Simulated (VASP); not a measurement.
**Li2O: electric field gradients with PBEsol**

The system is Li2O.

```xyz
3
Lattice="0.0000 2.3172 2.3172 2.3172 0.0000 2.3172 2.3172 2.3172 0.0000" Properties=species:S:1:pos:R:3 pbc="T T T"
Li    1.1586    1.1586    1.1586
Li    3.4758    3.4758    3.4758
O     0.0000    0.0000    0.0000
```

```yaml
Program: VASP 6.6.1
Task: electric field gradients
Functional: PBEsol
Potentials_or_basis: VASP PAW PBE potentials, release 64 (Li_sv, O)
Cutoff: 650 eV
k_mesh: 9 × 9 × 9
Occupations: fermi-dirac, width 0.03 eV
Spin: no spin polarisation
Dipole_correction: no
Further_INCAR_settings: ALGO = Normal; EDIFF = 1e-08; NBANDS = 13
```

```
Pressure                                : -3.0 GPa
Band gap on the k mesh                  : 4.90 eV (least direct gap 5.09 eV)
Largest electric field gradient by atom : zero within the noise of the run
```

Levels at points of the mesh, in eV from the valence-band top:
```
           k point  band 3  band 4  band 5  band 6  band 7  band 8  band 9  band 10
(0.00, 0.00, 0.00)  -15.34    0.00    0.00    0.00    5.09   11.75   11.75    11.75
```

It took 9.1 s on 1 thread of Intel(R) Xeon(R) 6975P-C (Granite Rapids) (shared host), peak memory 0.15 GiB.

Caveat: the PAW data sets were made with another functional, which shifts forces and pressure a little; an odd mesh through Γ misses points on the zone boundary, where band edges can lie.
